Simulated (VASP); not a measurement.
Wanted: the native input for a VASP 6.6.1 run.

* Task: single point
* Functional: PBE
* Potentials or basis: VASP PAW PBE potentials, release 64 (Cd, I)
* Cutoff: 520 eV
* k mesh: 4 × 4 × 2
* Occupations: gaussian, width 0.1 eV
* Spin: no spin polarisation
* Dipole correction: no
* Further INCAR settings: ALGO = Normal; EDIFF = 1e-07; NBANDS = 30

The structure of Cd2I3 lies in POSCAR:

```
Cd2I3
1.0
    5.9371214607      0.0000000000      0.0000000000
    0.0000000000      5.7288247392      0.0000000000
    0.0000000000      0.0000000000      8.0573772801
Cd I
2 3
Direct
    0.5000000000      0.5000000000      0.5000000000
    0.5000000000      0.0000000000      0.5000000000
    0.0000000000      0.0000000000      0.5000000000
    0.5000000000      0.0000000000      0.0000000000
    0.0000000000      0.0000000000      0.0000000000
```

The cell was generated, and may not be a known phase.

These files were run (other wordings do the same):

INCAR

```
PREC = Accurate ; ENCUT = 520
EDIFF = 1E-7 ; ISMEAR = 0
SIGMA = 0.1 ; LREAL = False
LASPH = True ; NELM = 60
ALGO = Normal ; ISIF = 2
LWAVE = False ; LCHARG = False
GGA = PE ; NBANDS = 30
```

KPOINTS

```
regular mesh
0
Gamma
  4 4 2
```

Potentials or basis: VASP PAW PBE potentials, release 64 (Cd, I).

Command:

```console
$ cat potpaw_PBE.64/Cd/POTCAR potpaw_PBE.64/I/POTCAR > POTCAR
$ mpirun -np 1 vasp_std > vasp.out
```

It gave:

```json
{"Pressure": "0.1 GPa", "Band gap on the k mesh": "zero (an odd number of electrons rules out a gap without spin polarisation)"}
```

Caveat: the k points lie up to 0.39 Å⁻¹ apart, too coarse for converged energies and pressures of a metal; spin-orbit coupling is left out, which moves the levels of the heavy elements; an odd number of electrons without spin polarisation forces a metal; a magnetic or distorted state may lie lower.

Wall time 5 min on 1 thread of Intel Xeon 8259CL, with other jobs on the host, peak memory 0.44 GiB.
